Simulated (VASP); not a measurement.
The system is GdO.

```
Gd O
1.0
     0.00000    2.73553    2.73553
     2.73553    0.00000    2.73553
     2.73553    2.73553    0.00000
Gd O
1 1
Direct
  0.00000 0.00000 0.00000
  0.75000 0.75000 0.75000
```

Base run:

- Program: VASP 6.6.1
- Functional: LDA
- Potentials or basis: VASP PAW PBE potentials, release 64 (Gd, O)
- Cutoff: 520 eV
- k mesh: 9 × 9 × 9
- Occupations: fermi-dirac, width 0.05 eV
- Spin: collinear spin, ferromagnetic start
- Starting moments: [7.0, 0.0] μB

Its results: pressure -10.2 GPa; net moment 6.87 μB per cell; site moments Gd +6.65; O -0.05 μB.

**Question.** The run is repeated on the same cell with these changes: functional from LDA to PBEsol; further incar settings from ALGO = Normal; EDIFF = 1e-07; NBANDS = 23 to ALGO = Normal; EDIFF = 1e-06; NBANDS = 23. What comes out?

**Answer.** Pressure -7.5 GPa; net moment 7.51 μB per cell; site moments Gd +6.86; O -0.03 μB.

Caveats: the PAW data sets were made with another functional, which shifts forces and pressure a little; a cell with one magnetic atom can't hold antiferromagnetic order, which such compounds often take.
